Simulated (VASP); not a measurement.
# SiSe4 (I-43m) in VASP: further runs, part 2 of 3

VASP 6.6.1. The steps go on from the part before.

**4. Single point, PBE**

This run uses another cell than the first one, of 25.28 Å³/atom, 1.011 times its volume.

The input, INCAR:

```
SYSTEM = SiSe4
ALGO     = Normal         ! electronic algorithm
EDIFF    = 1E-7           ! SCF threshold, eV
ENCUT    = 520            ! plane-wave cutoff, eV
GGA      = PE             ! functional
ISIF     = 2              ! what is computed and relaxed
ISMEAR   = 0              ! smearing method
LASPH    = .True.         ! aspherical terms in the spheres
LCHARG   = .False.        ! write CHGCAR
LREAL    = .False.        ! projectors in reciprocal space
LWAVE    = .False.        ! write WAVECAR
NBANDS   = 22             ! bands
NELM     = 80             ! most SCF steps
PREC     = Accurate       ! precision mode
SIGMA    = 0.1            ! smearing width, eV
```

The input, KPOINTS:

```
k-points
0
Gamma
  8 8 8
  0 0 0
```

The input, POSCAR:

```
SiSe4
1.0
   -3.1614457038      3.1614457038      3.1614457038
    3.1614457038     -3.1614457038      3.1614457038
    3.1614457038      3.1614457038     -3.1614457038
Si Se
1 4
Direct
    0.0000000000      0.0000000000      0.0000000000
    0.4231208873      0.4231208873      0.4231208873
    0.5768791127      0.0000000000      0.0000000000
    0.0000000000      0.0000000000      0.5768791127
    0.0000000000      0.5768791127      0.0000000000
```

Potentials or basis: VASP PAW PBE potentials, release 64 (Si, Se).

On the command line:

```sh
$ cat potpaw_PBE.64/Si/POTCAR potpaw_PBE.64/Se/POTCAR > POTCAR
$ mpirun -np 1 vasp_std > vasp.out
```

OUTCAR:

```text
SYSTEM = SiSe4
   EDIFF = 1E-7
   ENCUT = 520
   GGA = PE
   ISIF = 2
   ISMEAR = 0
   LASPH = .True.
   LREAL = .False.
   NELM = 80
   PREC = Accurate

 ion  position               nearest neighbor table
   1  0.000  0.000  0.000-   2 2.32   3 2.32   4 2.32   5 2.32
   2  0.423  0.423  0.423-   1 2.32
   3  0.577  0.000  0.000-   1 2.32
   4  0.000  0.000  0.577-   1 2.32
   5  0.000  0.577  0.000-   1 2.32

  LATTYP: Found a body centered cubic cell.
 ALAT       =     6.3228914076

  Lattice vectors:

 A1 = (  -3.1614457038,   3.1614457038,   3.1614457038)
 A2 = (   3.1614457038,  -3.1614457038,   3.1614457038)
 A3 = (   3.1614457038,   3.1614457038,  -3.1614457038)

Analysis of symmetry for initial positions (statically):
=====================================================================
 Subroutine PRICEL returns:
 Original cell was already a primitive cell.

 Routine SETGRP: Setting up the symmetry group for a
 body centered cubic supercell.

[... 166 lines left out ...]
  ---------------------------------------------------
  ext. energy  EPLUGINS =         0.00000000
  ---------------------------------------------------
  free energy    TOTEN  =       -18.33417059 eV

  energy without entropy =      -18.31698230  energy(sigma->0) =      -18.32557645

 E-fermi :   2.9980     XC(G=0):  -9.0860

 val. band max:        2.9928160147   @ k =   0.5000   0.5000   0.1250
 cond. band min:       3.0335123211   @ k =   0.3750   0.0000   0.0000
 fundamental gap:      0.0406963065
 Fermi energy:         2.9980032299

 k-point     1 :       0.0000    0.0000    0.0000
  band No.  band energies     occupation
      1     -11.6729      2.00000
      2      -9.0418      2.00000
      3      -9.0418      2.00000
      4      -9.0418      2.00000
      5      -3.1740      2.00000
      6      -2.3895      2.00000
[... 589 lines left out ...]
     21       9.2888      0.00000
     22      10.7430      0.00000

 [... further k-points ...]
[... 5 lines left out ...]
  --------------------------------------------------------------------------------------
  -------------------------------------------------------------------------------------
  Total        0.0720583      0.0720583      0.0720583     -0.0000000      0.0000000     -0.0000000
  in kB        0.9134350      0.9134350      0.9134350     -0.0000000      0.0000000     -0.0000000
  external PRESSURE =       0.9134350 kB  Pullay stress =       0.0000000 kB

 VOLUME and BASIS-vectors are now :
 -----------------------------------------------------------------------------
  energy-cutoff  :      520.00
  volume of cell :      126.39
      direct lattice vectors                 reciprocal lattice vectors
    -3.161445704  3.161445704  3.161445704     0.000000000  0.158155492  0.158155492
     3.161445704 -3.161445704  3.161445704     0.158155492  0.000000000  0.158155492
     3.161445704  3.161445704 -3.161445704     0.158155492  0.158155492  0.000000000

 POSITION                                       TOTAL-FORCE (eV/Angst)
 -----------------------------------------------------------------------------------
      0.00000      0.00000      0.00000         0.000000     -0.000000      0.000000
      1.33767      1.33767      1.33767         0.014202      0.014202      0.014202
     -1.82377      1.82377      1.82377         0.014202     -0.014202     -0.014202
      1.82377      1.82377     -1.82377        -0.014202     -0.014202      0.014202
      1.82377     -1.82377      1.82377        -0.014202      0.014202     -0.014202
 -----------------------------------------------------------------------------------
    total drift:                               -0.000003     -0.000003     -0.000004

  FREE ENERGIE OF THE ION-ELECTRON SYSTEM (eV)
  ---------------------------------------------------
  free  energy   TOTEN  =       -18.3341705940 eV

  energy  without entropy=      -18.3169823030  energy(sigma->0) =      -18.32557645
```

Run time: 42 s. Hardware: 1 thread of Intel Xeon 6975P-C (Granite Rapids), shared host; peak memory 0.27 GiB.

What came out:

| Item | Value |
| --- | --- |
| Free energy | -18.3342 eV |
| Pressure | 0.1 GPa |
| Largest force | 0.025 eV/Å |
| Band gap on the k mesh | zero (band 14 reaches 4.30 eV, above the bottom of band 15 at 1.90 eV) |

Forces on the atoms (eV/Å):
```
Si   0.000  0.000  0.000
Se   0.014  0.014  0.014
Se   0.014 -0.014 -0.014
Se  -0.014 -0.014  0.014
Se  -0.014  0.014 -0.014
```

Levels at points of the mesh, in eV from the Fermi level:
```csv
k point,band 10,band 11,band 12,band 13,band 14,band 15,band 16,band 17
"(0.00, 0.00, 0.00)",-2.91,-2.91,0.26,0.26,0.26,0.48,0.48,3.62
"(0.50, 0.00, 0.00)",-2.32,-1.98,-1.89,-0.74,-0.39,-0.28,0.07,2.96
"(0.50, 0.50, 0.50)",-2.86,-1.48,-1.48,-1.48,1.31,1.31,1.31,2.83
```

**5. Relaxation of cell and atoms, PBE**

This run uses another cell than the first one, of 32.25 Å³/atom, 1.290 times its volume.

The input, INCAR:

```
SYSTEM = SiSe4
ALGO = Normal
EDIFF = 1E-6
EDIFFG = -0.04
ENCUT = 600
GGA = PE
IBRION = 2
ISIF = 3
ISMEAR = 0
LASPH = .True.
LCHARG = .False.
LREAL = .False.
LWAVE = .False.
NELM = 80
NSW = 90
PREC = Accurate
SIGMA = 0.1
```

The input, KPOINTS:

```
k-points
0
Gamma
  4 4 4
  0 0 0
```

The input, POSCAR:

```
SiSe4
1.0
   -3.4287157000      3.4287157000      3.4287157000
    3.4287157000     -3.4287157000      3.4287157000
    3.4287157000      3.4287157000     -3.4287157000
Si Se
1 4
Direct
    0.0000000000      0.0000000000      0.0000000000
    0.3495999900      0.3495999900      0.3495999900
    0.6504000100      0.0000000000      0.0000000000
    0.0000000000      0.0000000000      0.6504000100
    0.0000000000      0.6504000100      0.0000000000
```

Potentials or basis: VASP PAW PBE potentials, release 64 (Si, Se).

On the command line:

```sh
$ cat potpaw_PBE.64/Si/POTCAR potpaw_PBE.64/Se/POTCAR > POTCAR
$ mpirun -np 1 vasp_std > vasp.out
```

OUTCAR:

```text
SYSTEM = SiSe4
   EDIFF = 1E-6
   EDIFFG = -0.04
   ENCUT = 600
   GGA = PE
   IBRION = 2
   ISIF = 3
   ISMEAR = 0
   LASPH = .True.
   LREAL = .False.
   NELM = 80
   NSW = 90
   PREC = Accurate

 ion  position               nearest neighbor table
   1  0.000  0.000  0.000-   2 2.08   3 2.08   4 2.08   5 2.08
   2  0.350  0.350  0.350-   1 2.08
   3  0.650  0.000  0.000-   1 2.08
   4  0.000  0.000  0.650-   1 2.08
   5  0.000  0.650  0.000-   1 2.08

  LATTYP: Found a body centered cubic cell.
 ALAT       =     6.8574314000

  Lattice vectors:

 A1 = (  -3.4287157000,   3.4287157000,   3.4287157000)
 A2 = (   3.4287157000,  -3.4287157000,   3.4287157000)
 A3 = (   3.4287157000,   3.4287157000,  -3.4287157000)

Analysis of symmetry for initial positions (statically):
=====================================================================
 Subroutine PRICEL returns:
 Original cell was already a primitive cell.

 Routine SETGRP: Setting up the symmetry group for a
 body centered cubic supercell.

 Subroutine GETGRP returns: Found 24 space group operations
 (whereof 24 operations were pure point group operations)
 out of a pool of 48 trial point group operations.

The static configuration has the point symmetry T_d .

Analysis of symmetry for dynamics (positions and initial velocities):
=====================================================================
 Subroutine PRICEL returns:
 Original cell was already a primitive cell.

 Routine SETGRP: Setting up the symmetry group for a
 body centered cubic supercell.

 Subroutine GETGRP returns: Found 24 space group operations
 (whereof 24 operations were pure point group operations)
 out of a pool of 48 trial point group operations.

The dynamic configuration has the point symmetry T_d .

 Subroutine INISYM returns: Found 24 space group operations
 (whereof 24 operations are pure point group operations),
 and found     1 'primitive' translations

----------------------------------------------------------------------------------------

                                     Primitive cell

  volume of cell :     161.2332

  direct lattice vectors                    reciprocal lattice vectors
    -3.428715700  3.428715700  3.428715700     0.000000000  0.145827197  0.145827197
     3.428715700 -3.428715700  3.428715700     0.145827197  0.000000000  0.145827197
     3.428715700  3.428715700 -3.428715700     0.145827197  0.145827197  0.000000000

  length of vectors
     5.938709797  5.938709797  5.938709797     0.206230800  0.206230800  0.206230800

  position of ions in fractional coordinates (direct lattice)
     0.000000000  0.000000000  0.000000000
     0.349599990  0.349599990  0.349599990
     0.650400010  0.000000000  0.000000000
     0.000000000  0.000000000  0.650400010
     0.000000000  0.650400010  0.000000000

  ion indices of the primitive-cell ions
   primitive index   ion index
                 1           1
                 2           2
                 3           3
                 4           4
                 5           5

----------------------------------------------------------------------------------------

 KPOINTS: k-points

Automatic generation of k-mesh.
 Grid dimensions read from file:
 generate k-points for:    4    4    4

 Generating k-lattice:

  Cartesian coordinates                     Fractional coordinates (reciprocal lattice)
     0.000000000  0.036456799  0.036456799     0.250000000  0.000000000  0.000000000
     0.036456799  0.000000000  0.036456799     0.000000000  0.250000000  0.000000000
     0.036456799  0.036456799  0.000000000     0.000000000  0.000000000  0.250000000

  Length of vectors
     0.051557700  0.051557700  0.051557700

  Shift w.r.t. Gamma in fractional coordinates (k-lattice)
     0.000000000  0.000000000  0.000000000

 Subroutine IBZKPT returns following result:
 ===========================================

 Found      8 irreducible k-points:

 Following reciprocal coordinates:
            Coordinates               Weight
  0.000000  0.000000  0.000000      1.000000
  0.250000  0.000000  0.000000     12.000000
  0.500000  0.000000  0.000000      6.000000
  0.250000  0.250000  0.000000     24.000000
  0.250000  0.250000  0.250000      2.000000
 -0.250000  0.250000  0.250000      6.000000
  0.500000  0.500000  0.250000     12.000000
  0.500000  0.500000  0.500000      1.000000
   k-points           NKPTS =      8   k-points in BZ     NKDIM =      8   number of bands    NBANDS=     18
   number of dos      NEDOS =    301   number of ions     NIONS =      5
   total plane-waves  NPLWV = 110592
   dimension x,y,z NGX =    48 NGY =   48 NGZ =   48
   dimension x,y,z NGXF=    96 NGYF=   96 NGZF=   96
   ions per type =               1   4
   NGX,Y,Z   is equivalent  to a cutoff of  13.44, 13.44, 13.44 a.u.
   NGXF,Y,Z  is equivalent  to a cutoff of  26.87, 26.87, 26.87 a.u.
 SYSTEM =  SiSe4
   PREC   = accura    normal or accurate (medium, high low for compatibility)
   ISTART =      0    job   : 0-new  1-cont  2-samecut
   ICHARG =      2    charge: 1-file 2-atom 10-const
   ISPIN  =      1    spin polarized calculation?
   LNONCOLLINEAR =      F non collinear calculations
   LSORBIT =      F    spin-orbit coupling
   LASPH  =      T    aspherical Exc in radial PAW
   ENCUT  =  600.0 eV  44.10 Ry    6.64 a.u.  11.86 11.86 11.86*2*pi/ulx,y,z
   NELM   =     80;   NELMIN=  2; NELMDL= -5     # of ELM steps
   EDIFF  = 0.1E-05   stopping-criterion for ELM
   LREAL  =      F    real-space projection
   EDIFFG = -.4E-01   stopping-criterion for IOM
   NSW    =     90    number of steps for IOM
   IBRION =      2    ionic relax: 0-MD 1-quasi-New 2-CG
   NFREE  =      1    steps in history (QN), initial steepest desc. (CG)
   ISIF   =      3    stress and relaxation
   ISYM   =      2    0-nonsym 1-usesym 2-fastsym
   POTIM  = 0.5000    time-step for ionic-motion
   TEBEG  =    0.0;   TEEND  =   0.0 temperature during run
   PSTRESS=    0.0 pullay stress
   NELECT =      28.0000    total number of electrons
   NUPDOWN=      -1.0000    fix difference up-down
   EMIN   =  10.00;   EMAX   =-10.00  energy-range for DOS
   EFERMI =   0.00;   METHOD = LEGACY
   ISMEAR =     0;   SIGMA  =   0.10  broadening in eV -4-tet -1-fermi 0-gaus
   EFERMI_NEDOS =   21; number of points for ismear=-14 and -15
   IALGO  =     38    algorithm
   IMIX   =      4    mixing-type and parameters
     AMIX     =   0.40;   BMIX     =  1.00
     AMIX_MAG =   1.60;   BMIX_MAG =  1.00
  volume/ion in A,a.u.               =      32.25       217.61
  Fermi-wavevector in a.u.,A,eV,Ry     =   0.913362  1.726003 11.350378  0.834229
  Thomas-Fermi vector in A             =   2.037864
   LORBIT       =      0    0 simple, 1 ext, 2 COOP (PROOUT), +10 PAW based schemes
   GGA     = PE    functional components
   LHFCALC =     F    Hartree Fock is set to
   AEXX    =    0.0000 exact exchange contribution
   IVDW    =     0    specifies the selected vdW correction
   LEPSILON=     F    determine dielectric tensor
   LRPA    =     F    only Hartree local field effects (RPA)
 conjugate gradient relaxation of ions
 non-spin polarized calculation
 Gauss-broadening in eV      SIGMA  =   0.10
  energy-cutoff  :      600.00
  volume of cell :      161.23
 maximum number of plane-waves:      5425
   NGX = 23   NGY = 23   NGZ = 23

--------------------------------------- Ionic step        1  -------------------------------------------

 number of electron      28.0000001 magnetization

 Free energy of the ion-electron system (eV)
  ---------------------------------------------------
  ext. energy  EPLUGINS =         0.00000000
  ---------------------------------------------------
  free energy    TOTEN  =       -16.47678193 eV

  energy without entropy =      -16.42491712  energy(sigma->0) =      -16.45084952

------------------------ aborting loop because EDIFF is reached ----------------------------------------

  FORCE on cell =-STRESS in cart. coord.  units (eV):
  Direction    XX          YY          ZZ          XY          YZ          ZX
  --------------------------------------------------------------------------------------
  -------------------------------------------------------------------------------------
  Total        8.3224924      8.3224924      8.3224924      0.0000000      0.0000000      0.0000000
  in kB       82.7007735     82.7007735     82.7007735      0.0000000      0.0000000      0.0000000
  external PRESSURE =      82.7007735 kB  Pullay stress =       0.0000000 kB
[... 439 lines left out ...]
      5      -1.2377      2.00000
      6      -0.0245      2.00000
[... 10 lines left out ...]
     17      11.2193      0.00000
     18      12.1535      0.00000

[... ionic steps 4 to 23 ...]

--------------------------------------- Ionic step       24  -------------------------------------------

 number of electron      27.9999999 magnetization

------------------------ aborting loop because EDIFF is reached ----------------------------------------
[... 73 lines left out ...]
--------------------------------------- Ionic step       26  -------------------------------------------

 number of electron      27.9999998 magnetization

 Free energy of the ion-electron system (eV)
  ---------------------------------------------------
  ext. energy  EPLUGINS =         0.00000000
  ---------------------------------------------------
  free energy    TOTEN  =       -18.39898716 eV

  energy without entropy =      -18.38936722  energy(sigma->0) =      -18.39417719

 E-fermi :   3.0436     XC(G=0):  -9.1014

 val. band max:        2.9273289677   @ k =   0.2500   0.2500   0.0000
 cond. band min:       3.1073962322   @ k =   0.5000   0.0000   0.0000
 fundamental gap:      0.1800672645
 Fermi energy:         3.0435912266
[... 198 lines left out ...]
  FREE ENERGIE OF THE ION-ELECTRON SYSTEM (eV)
  ---------------------------------------------------
  free  energy   TOTEN  =       -18.3989871561 eV

  energy  without entropy=      -18.3893672166  energy(sigma->0) =      -18.39417719

 reached required accuracy - stopping structural energy minimisation
```

OSZICAR:

```text
N       E                     dE             d eps       ncg     rms          rms(c)
DAV:   1     0.168552561674E+03    0.16855E+03   -0.11884E+04   288   0.139E+03
DAV:   2    -0.412475942062E+01   -0.17268E+03   -0.17122E+03   434   0.212E+02
DAV:   3    -0.168092199531E+02   -0.12684E+02   -0.12602E+02   320   0.656E+01
[... 231 lines left out ...]
DAV:   1    -0.184001333182E+02   -0.23025E-02   -0.19664E-01   288   0.245E+00    0.229E-01
DAV:   2    -0.183994983451E+02    0.63497E-03   -0.93434E-03   344   0.554E-01    0.105E-01
DAV:   3    -0.183990326615E+02    0.46568E-03   -0.83597E-04   316   0.156E-01    0.405E-02
DAV:   4    -0.183989861836E+02    0.46478E-04   -0.17812E-04   324   0.701E-02    0.209E-02
DAV:   5    -0.183989871561E+02   -0.97249E-06   -0.50665E-06   314   0.149E-02
  26 F= -.18398987E+02 E0= -.18394177E+02  d E =-.298691E-02
```

CONTCAR:

```text
SiSe4
   1.00000000000000
    -3.1586481403273785    3.1586481403273785    3.1586481403273785
     3.1586481403273785   -3.1586481403273785    3.1586481403273785
     3.1586481403273785    3.1586481403273785   -3.1586481403273785
  Si              Se
     1     4
Direct
     0.0000000000000000    0.0000000000000000    0.0000000000000000
     0.4248720825480860    0.4248720825480860    0.4248720825480860
     0.5751279174519138    0.0000000000000000    0.0000000000000000
     0.0000000000000000    0.0000000000000000    0.5751279174519138
     0.0000000000000000    0.5751279174519138    0.0000000000000000

  0.00000000E+00  0.00000000E+00  0.00000000E+00
  0.00000000E+00  0.00000000E+00  0.00000000E+00
  0.00000000E+00  0.00000000E+00  0.00000000E+00
  0.00000000E+00  0.00000000E+00  0.00000000E+00
  0.00000000E+00  0.00000000E+00  0.00000000E+00
```

Run time: 3.9 min. Hardware: 1 thread of Intel Xeon 6975P-C (Granite Rapids), shared host; peak memory 0.35 GiB.

What came out:

```
Free energy                            : -18.3990 eV
Relaxed volume                         : 25.21 Å³/atom
Relaxed cell                           : a = 5.471 Å, b = 5.471 Å, c = 5.471 Å, α = 109.47°, β = 109.47°, γ = 109.47°
Space group after relaxing (to 0.05 Å) : I-43m (No. 217)
Energy gained by relaxing              : 384.4 meV/atom
Ionic steps                            : 26
Pressure after relaxing                : -0.1 GPa
Largest force after relaxing           : 0.006 eV/Å
Band gap on the k mesh                 : zero (band 14 reaches 4.35 eV, above the bottom of band 15 at 1.92 eV)
```

Forces on the atoms (eV/Å):
```
Si   0.000  0.000  0.000
Se   0.003  0.003  0.003
Se   0.003 -0.003 -0.003
Se  -0.003 -0.003  0.003
Se  -0.003  0.003 -0.003
```

The path:
```csv
step,energy change (eV),largest force (eV/Å),pressure (GPa),volume (Å³)
1,0.0000,3.6327,8.27,161.23
2,-0.2093,1.1918,-5.92,203.28
3,-0.9865,0.3434,-1.53,180.51
4,-0.9883,0.4230,-1.29,179.77
5,-0.9884,0.4656,-1.17,179.39
6,-1.0713,0.5158,-1.13,174.06
7,-1.3222,0.6823,-0.66,158.72
8,-1.6791,1.1228,2.80,130.80
9,1.5670,0.7202,41.62,85.18
10,-1.4667,1.7098,5.55,128.03
11,-1.4561,1.7774,7.09,122.58
12,-1.4701,1.7432,7.10,122.10
13,-1.5079,1.6446,7.19,120.66
14,-1.5641,1.4547,7.52,117.82
15,-1.5771,0.9706,8.69,112.27
16,-1.5887,1.1612,8.17,114.33
17,-1.6393,1.0657,7.41,115.25
18,-1.7639,0.7938,5.26,118.03
19,-1.9010,0.3152,1.60,123.73
20,-1.9192,0.1100,0.08,126.60
21,-1.9193,0.0882,-0.07,126.92
22,-1.9192,0.0708,-0.20,127.18
23,-1.9194,0.0681,-0.20,127.13
24,-1.9200,0.0590,-0.19,126.97
25,-1.9210,0.0411,-0.17,126.67
26,-1.9222,0.0057,-0.12,126.06
```

Final structure:
```cif
data_structure
_symmetry_space_group_name_H-M 'P 1'
_symmetry_Int_Tables_number 1
_cell_length_a 5.4709
_cell_length_b 5.4709
_cell_length_c 5.4709
_cell_angle_alpha 109.471
_cell_angle_beta 109.471
_cell_angle_gamma 109.471
_cell_volume 126.06
loop_
_atom_site_label
_atom_site_type_symbol
_atom_site_fract_x
_atom_site_fract_y
_atom_site_fract_z
_atom_site_occupancy
Si1 Si 0.00000 0.00000 0.00000 1
Se1 Se 0.42487 0.42487 0.42487 1
Se2 Se 0.57513 0.00000 0.00000 1
Se3 Se 0.00000 0.00000 0.57513 1
Se4 Se 0.00000 0.57513 0.00000 1
```

Caveat: the volume moved by over 15 % at a fixed basis, so the end points are rough.

[end of part 2 of 3]
